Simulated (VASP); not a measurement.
Write the native input for VASP 6.6.1 that does the following.

| Property | Result |
| --- | --- |
| Task | single point |
| Functional | PBE |
| Potentials or basis | VASP PAW PBE potentials, release 64 (Ag) |
| Cutoff | 520 eV |
| k mesh | 11 × 11 × 11 |
| Occupations | fermi-dirac, width 0.05 eV |
| Spin | no spin polarisation |
| Dipole correction | no |
| Further INCAR settings | ALGO = Fast; EDIFF = 1e-06; NBANDS = 12 |

The structure of Ag lies in POSCAR:

```
Ag
1.0
   -1.6881260479      1.6881260479      1.6881260479
    1.6881260479     -1.6881260479      1.6881260479
    1.6881260479      1.6881260479     -1.6881260479
Ag
1
Direct
    0.0000000000      0.0000000000      0.0000000000
```

This cell differs from its parent crystal: volume scaled by 1.06.

One way to write it, as run:

INCAR

```
PREC     = Accurate       # precision mode
ENCUT    = 520            # plane-wave cutoff, eV
EDIFF    = 1E-6           # SCF threshold, eV
ISMEAR   = -1             # smearing method
SIGMA    = 0.05           # smearing width, eV
LREAL    = False          # projectors in reciprocal space
LASPH    = True           # aspherical terms in the spheres
NELM     = 60             # most SCF steps
ALGO     = Fast           # electronic algorithm
ISIF     = 2              # what is computed and relaxed
LWAVE    = False          # write WAVECAR
LCHARG   = False          # write CHGCAR
GGA      = PE             # functional
NBANDS   = 12             # bands
```

KPOINTS

```
Automatic mesh
0
Gamma
  11 11 11
```

Potentials or basis: VASP PAW PBE potentials, release 64 (Ag).

Command:

```console
$ cat potpaw_PBE.64/Ag/POTCAR > POTCAR
$ mpirun -np 1 vasp_std > vasp.out
```

It gave:

| Quantity | Value |
| --- | --- |
| Pressure | -5.0 GPa |

Wall time 4 s on 1 thread of Intel(R) Xeon(R) 6975P-C (Granite Rapids) (shared host), peak memory 0.14 GiB.
